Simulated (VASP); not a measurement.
A run of VASP 6.6.1:

INCAR

```
SYSTEM = Si4C3
PREC = Accurate
ENCUT = 520
EDIFF = 1E-6
ISMEAR = 0
SIGMA = 0.05
LREAL = .False.
LASPH = .True.
NELM = 150
ALGO = Normal
ISIF = 2
LWAVE = .False.
LCHARG = .False.
ISPIN = 2
MAGMOM = 0 0 0 0 0 0 2
LORBIT = 11
LDIPOL = .True.
IDIPOL = 3
DIPOL = 0.5 0.5 0.354
GGA = PE
IBRION = 2
NSW = 36
EDIFFG = -0.025
KPAR = 4
```

File KPOINTS:

```
Automatic mesh
0
Gamma
  9 9 1
  0 0 0
```

Contents of POSCAR:

```
Si4C3
1.0
    3.0967389913      0.0000000000      0.0000000000
   -1.5483694956      2.6818546353      0.0000000000
    0.0000000000      0.0000000000     21.1135575009
C Si
3 4
Selective dynamics
Direct
    0.0000000000      0.0000000000      0.1894517302  F F F
    0.3333333333      0.6666666667      0.3092078063  F F F
    0.6666666667      0.3333333333      0.4307637748  F F F
    0.3333333333      0.6666666667      0.2193907492  F F F
    0.6666666667      0.3333333333      0.3368742035  F F F
    0.0000000000      0.0000000000      0.4553262756  F F F
    0.3333333333      0.6666666667      0.5353958893  F F T
```

Potentials or basis: VASP PAW PBE potentials, release 64 (C, Si).

Launch:

```sh
$ cat potpaw_PBE.64/C/POTCAR potpaw_PBE.64/Si/POTCAR > POTCAR
$ mpirun -np 4 vasp_std > vasp.out
```

Hardware: 4 MPI ranks on Oxide Virtual Turin-like Processor, with other jobs on the host.

Problem. How long does it take, and how much memory?

Solution. Wall time 4.3 min on 4 MPI ranks on Oxide Virtual Turin-like Processor, with other jobs on the host, peak memory 0.37 GiB a rank. Counts: scf iterations 129, k points 12, ion steps 6.
